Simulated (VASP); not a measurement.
Input of a VASP 6.6.1 run:

Contents of INCAR:

```
PREC = Accurate ; ENCUT = 520
EDIFF = 1E-7 ; ISMEAR = 0
SIGMA = 0.15 ; LREAL = F
LASPH = T ; NELM = 80
ALGO = Fast ; ISIF = 2
LWAVE = F ; LCHARG = F
NBANDS = 12
```

The input KPOINTS:

```
Automatic mesh
0
Gamma
  20 20 20
```

File POSCAR:

```
Ti
1.0
    0.0000000000      2.0705527208      2.0005340298
    2.0005340298      0.0000000000      2.0005340298
    2.0005340298      2.0705527208      0.0000000000
Ti
1
Direct
    0.0000000000      0.0000000000      0.0000000000
```

Potentials or basis: VASP PAW LDA potentials, release 64 (Ti_sv).

The run is started by

```bash
$ cat potpaw_LDA.64/Ti_sv/POTCAR > POTCAR
$ mpirun -np 1 vasp_std > vasp.out
```

Estimate the band gap on the k mesh.

zero (bands 6 and 7 overlap by 1.28 eV).

Predict the pressure.

-4.0 GPa.

Stress tensor (GPa, compression positive):
```
-3.64  0.00  0.00
 0.00 -4.77  0.00
 0.00  0.00 -3.64
```

Caveat: the cell differs from its parent crystal (normal strain along x +0.0000, normal strain along y +0.0350); the cell stands under tension.
